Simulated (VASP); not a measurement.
CdSe (Cadmoselite), 4 atoms in the cell. The structure is hexagonal, space group P6_3mc (No. 186). Conventional cell: a = 4.383 Å, b = 4.383 Å, c = 7.154 Å, α = 90.00°, β = 90.00°, γ = 120.00°. Within 3.5 Å of Cd (site symmetry 3m) lie 4 Se at 2.68 to 2.69 Å. Se (site symmetry 3m) has 4 Cd at 2.68 to 2.69 Å within 3.5 Å. 

- Program: VASP 6.6.1
- Task: relaxation of cell and atoms
- Functional: PBEsol
- Potentials or basis: VASP PAW PBE potentials, release 64 (Cd, Se)
- Cutoff: 600 eV
- k mesh: 6 × 6 × 4
- Occupations: fermi-dirac, width 0.02 eV
- Spin: no spin polarisation
- Dipole correction: no
- Further INCAR settings: ALGO = Normal; EDIFF = 1e-06; IBRION = 2; EDIFFG = -0.005; NSW = 80; ISIF = 3

Potentials or basis: VASP PAW PBE potentials, release 64 (Cd, Se).

Command:

```sh
$ cat potpaw_PBE.64/Cd/POTCAR potpaw_PBE.64/Se/POTCAR > POTCAR
$ mpirun -np 1 vasp_std > vasp.out
```

Hardware: 1 thread of Intel(R) Xeon(R) Platinum 8259CL CPU @ 2.50GHz (Skylake/Cascade Lake) (shared host).

Q: Estimate the wall time of this run.

A: Run time: 2.1 min on 1 thread of Intel(R) Xeon(R) Platinum 8259CL CPU @ 2.50GHz (Skylake/Cascade Lake), on a shared host, peak memory 0.3 GiB. Counts: scf iterations 30, k points 21, ion steps 3.
